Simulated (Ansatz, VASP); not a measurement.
**One calculation of BN, two programs**

```
B N
1.0
     0.00000    1.83023    1.83023
     1.83023    0.00000    1.83023
     1.83023    1.83023    0.00000
B N
1 1
Direct
  0.00000 0.00000 0.00000
  0.25000 0.25000 0.25000
```

Alike in both runs: task single point; functional PBE; k mesh 12 × 12 × 12; occupations gaussian, width 0.02 eV; no spin polarisation.

```csv
,VASP,Ansatz
version,VASP 6.6.1,Ansatz 0.2.0
potentials or method,"VASP PAW PBE potentials, release 64 (B, N), cutoff 600 eV","scalar-relativistic, all-electron LAPW"
```

|  | VASP | Ansatz | Ansatz less VASP |
| --- | --- | --- | --- |
| gap on the k mesh at the Fermi level (eV) | 4.42 | 4.43 | +0.008 |
| least direct gap on the mesh (eV) | 8.64 | 8.65 | +0.007 |
| pressure (GPa) | -10.5 | -10.4 | +0.09 |

Ansatz ran all-electron here, and VASP with PAW potentials.
